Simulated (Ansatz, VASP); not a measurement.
## Al in VASP and in Ansatz

```
CELL_PARAMETERS angstrom
0.00000 1.96930 1.96930
1.96930 0.00000 1.96930
1.96930 1.96930 0.00000
ATOMIC_POSITIONS crystal
Al 0.00000 0.00000 0.00000
```

Alike in both runs: task single point; functional PBE; k mesh 12 × 12 × 12; no spin polarisation.

```csv
,VASP,Ansatz
version,VASP 6.6.1,Ansatz 0.2.0
potentials or method,"VASP PAW PBE potentials, release 64 (Al), cutoff 520 eV","plane waves, PAW"
occupations,"methfessel-paxton of order 1, width 0.1 eV","cold, width 0.1 eV"
valence electrons in the cell,3,3
```

|  | VASP | Ansatz | Ansatz less VASP |
| --- | --- | --- | --- |
| pressure (GPa) | 7.4 | 7.4 | -0.06 |
